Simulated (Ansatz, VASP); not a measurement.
**One calculation of KP3, two programs**

INCAR

```
SYSTEM = KP3
PREC = Accurate
ENCUT = 520
EDIFF = 1E-6
ISMEAR = 0
SIGMA = 0.1
LREAL = .False.
LASPH = .True.
NELM = 60
ALGO = Normal
ISIF = 2
LWAVE = .False.
LCHARG = .False.
GGA = PE
NBANDS = 34
```

KPOINTS

```
Automatic mesh
0
Gamma
  3 3 3
  0 0 0
```

The input POSCAR:

```
KP3
1.0
    3.8402018097      2.2171415485      3.6067064453
   -3.8402018097      2.2171415485      3.6067064453
    0.0000000000     -4.4342830971      3.6067064453
K P
2 6
Direct
    0.2690000000      0.2690000000      0.2690000000
    0.7310000000      0.7310000000      0.7310000000
    0.7970000000      0.2520000000      0.7970000000
    0.7970000000      0.7970000000      0.2520000000
    0.2520000000      0.7970000000      0.7970000000
    0.2030000000      0.7480000000      0.2030000000
    0.7480000000      0.2030000000      0.2030000000
    0.2030000000      0.2030000000      0.7480000000
```

Input for Ansatz:

```yaml
crystal:
  lattice:
    - [3.8402018097, 2.2171415485, 3.6067064453]
    - [-3.8402018097, 2.2171415485, 3.6067064453]
    - [0.0, -4.4342830971, 3.6067064453]
  atoms:
    - { symbol: K, position: [0.269, 0.269, 0.269] }
    - { symbol: K, position: [0.731, 0.731, 0.731] }
    - { symbol: P, position: [0.797, 0.252, 0.797] }
    - { symbol: P, position: [0.797, 0.797, 0.252] }
    - { symbol: P, position: [0.252, 0.797, 0.797] }
    - { symbol: P, position: [0.203, 0.748, 0.203] }
    - { symbol: P, position: [0.748, 0.203, 0.203] }
    - { symbol: P, position: [0.203, 0.203, 0.748] }
basis:
  ecutwfc: 420
kpoints:
  mp_grid: { grid: [3, 3, 3] }
hamiltonian:
  xc: pbe
scf:
  occupations: { method: gaussian, width: 0.1 }
  lower_state_search: "off"
output:
  forces: true
  stress: true
  eigenvalues: true
```

Alike in both runs: task single point; functional PBE; k mesh 3 × 3 × 3; occupations gaussian, width 0.1 eV; no spin polarisation.

|  | VASP | Ansatz |
| --- | --- | --- |
| version | VASP 6.6.1 | Ansatz 0.2.0 |
| potentials or method | VASP PAW PBE potentials, release 64 (K_sv, P), cutoff 520 eV | scalar-relativistic, plane waves, PAW |
| valence electrons in the cell | 48 | 48 |

Ansatz gave:

- pressure (GPa): 4.5
- traceless stress, the component that is largest in VASP (GPa): -0.45
- rms of the force components (eV/Å): 1.180

Task: Estimate VASP's values.

Result: Pressure (GPa): 4.5; traceless stress, the component that is largest in VASP (GPa): -0.39; rms of the force components (eV/Å): 1.202.

Atom by atom the forces differ by 0.023 eV/Å (rms over components).

The k mesh is coarse, so the values compare programs but aren't converged.
